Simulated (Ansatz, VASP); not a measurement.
P in VASP and in Ansatz

```
P
1.0
     3.29619    0.00000    0.00000
     0.00000    4.43916    0.00000
     0.00000    0.00000   21.74620
P
8
Cartesian
  1.6481 4.0729 4.5000
  0.0000 2.5858 4.5000
  1.6481 0.3663 6.6231
  0.0000 1.8533 6.6231
  2.8842 1.4760 10.3331
  4.5323 2.9631 10.3331
  2.8842 5.1827 12.4562
  4.5323 3.6956 12.4562
```

Alike in both runs: task single point; functional PBE; dispersion D3(BJ); k mesh 8 × 6 × 1; occupations gaussian, width 0.05 eV; no spin polarisation.

|  | VASP | Ansatz |
| --- | --- | --- |
| version | VASP 6.6.1 | Ansatz 0.2.0 |
| potentials or method | VASP PAW PBE potentials, release 64 (P), cutoff 520 eV | scalar-relativistic, plane waves, PAW |
| valence electrons in the cell | 40 | 40 |

```tsv
	VASP	Ansatz	Ansatz less VASP
gap on the k mesh at the Fermi level (eV)	0.54	0.53	-0.014
least direct gap on the mesh (eV)	0.54	0.53	-0.014
rms of the force components (eV/Å)	0.040	0.050	+0.0101
```

Atom by atom the forces differ by 0.031 eV/Å (rms over components).
